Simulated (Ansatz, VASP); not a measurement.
## Two plane-wave programs on PN

File INCAR:

```
  PREC = Accurate
  ENCUT = 600
  EDIFF = 1E-7
  ISMEAR = 0
  SIGMA = 0.1
  LREAL = False
  LASPH = True
  NELM = 100
  ALGO = Normal
  ISIF = 3
  LWAVE = False
  LCHARG = False
  GGA = PE
  IBRION = 2
  NSW = 90
  EDIFFG = -0.04
```

KPOINTS

```
regular mesh
0
Gamma
  6 6 6
```

File POSCAR:

```
PN
1.0
   -3.1698524200      3.1698524200      1.8700809400
    3.1698524200     -3.1698524200      1.8700809400
    3.1698524200      3.1698524200     -1.8700809400
P N
4 4
Direct
    0.6415729900      0.6415729900      0.2831459900
    0.3584270100      0.3584270100      0.7168540100
    0.3915729900      0.6084270100      0.5000000000
    0.1084270100      0.8915729900      0.5000000000
    0.7841337900      0.7841337900      0.0000000000
    0.5341337900      0.0341337900      0.5000000000
    0.2158662100      0.2158662100      0.0000000000
    0.9658662100      0.4658662100      0.5000000000
```

Input for Ansatz:

```yaml
crystal:
  lattice:
    - [-3.16985242, 3.16985242, 1.87008094]
    - [3.16985242, -3.16985242, 1.87008094]
    - [3.16985242, 3.16985242, -1.87008094]
  atoms:
    - { symbol: P, position: [0.64157299, 0.64157299, 0.28314599] }
    - { symbol: P, position: [0.35842701, 0.35842701, 0.71685401] }
    - { symbol: P, position: [0.39157299, 0.60842701, 0.5] }
    - { symbol: P, position: [0.10842701, 0.89157299, 0.5] }
    - { symbol: "N", position: [0.78413379, 0.78413379, 0.0] }
    - { symbol: "N", position: [0.53413379, 0.03413379, 0.5] }
    - { symbol: "N", position: [0.21586621, 0.21586621, 0.0] }
    - { symbol: "N", position: [0.96586621, 0.46586621, 0.5] }
basis:
  ecutwfc: 420
kpoints:
  mp_grid: { grid: [6, 6, 6] }
hamiltonian:
  xc: pbe
scf:
  occupations: { method: gaussian, width: 0.1 }
  lower_state_search: "off"
output:
  forces: true
  stress: true
  eigenvalues: true
relax:
  adjacent_minimum: "off"
  f_tol: 0.04
  max_steps: 70
  cell: { stress_tol: 0.4 }
```

Alike in both runs: task relaxation of cell and atoms; functional PBE; k mesh 6 × 6 × 6; occupations gaussian, width 0.1 eV; no spin polarisation.

|  | VASP | Ansatz |
| --- | --- | --- |
| version | VASP 6.6.1 | Ansatz 0.2.0 |
| potentials or method | VASP PAW PBE potentials, release 64 (P, N), cutoff 600 eV | scalar-relativistic, plane waves, PAW |
| valence electrons in the cell | 40 | 40 |

VASP gave:

| Quantity | Value |
| --- | --- |
| gap on the k mesh at the Fermi level, each at its own relaxed structure (eV) | none |
| relaxed volume (Å³/atom) | 15.00 |
| relaxed cell length with the largest relative difference (Å) | 6.068 |

Q: Which values does Ansatz return?

A: gap on the k mesh at the Fermi level, each at its own relaxed structure (eV): none; relaxed volume (Å³/atom): 16.76; relaxed cell length with the largest relative difference (Å): 6.396.

A gap of «none» marks a metal or a gap that the smearing closes. One of these differences is far larger than is usual between the two programs; its cause wasn't traced.

Noted on VASP's run: the volume moved by over 15 % at a fixed basis, so the end points are rough.
